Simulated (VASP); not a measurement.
BP, 2 atoms in the cell. Symmetry: F-43m, No. 216, cubic system. Conventional cell: a = 4.521 Å, b = 4.521 Å, c = 4.521 Å, α = 90.00°, β = 90.00°, γ = 90.00°. Within 2.6 Å of B (site symmetry -43m) lie 4 P at 1.96 Å. P (site symmetry -43m) has 4 B at 1.96 Å within 2.6 Å.  This cell differs from its parent crystal: volume scaled by 1.020.

| Property | Result |
| --- | --- |
| Program | VASP 6.6.1 |
| Task | vibrations by perturbation theory |
| Functional | LDA |
| Potentials or basis | VASP PAW LDA potentials, release 64 (B, P) |
| Cutoff | 520 eV |
| k mesh | 8 × 8 × 8 |
| Occupations | gaussian, width 0.01 eV |
| Spin | no spin polarisation |
| Dipole correction | no |
| Further INCAR settings | ALGO = Normal; EDIFF = 1e-08; IBRION = 8; NSW = 1 |

Potentials or basis: VASP PAW LDA potentials, release 64 (B, P).

Run with:

```bash
$ cat potpaw_LDA.64/B/POTCAR potpaw_LDA.64/P/POTCAR > POTCAR
$ mpirun -np 1 vasp_std > vasp.out
```

Hardware: 1 thread of AMD EPYC 7R43 64-Core Processor (Zen 3), with other jobs on the host.

Estimate the wall time of this run.

Run time: 63 s on 1 thread of AMD EPYC 7R43 64-Core Processor (Zen 3), with other jobs on the host, peak memory 0.13 GiB. Counts: scf iterations 39, k points 29.
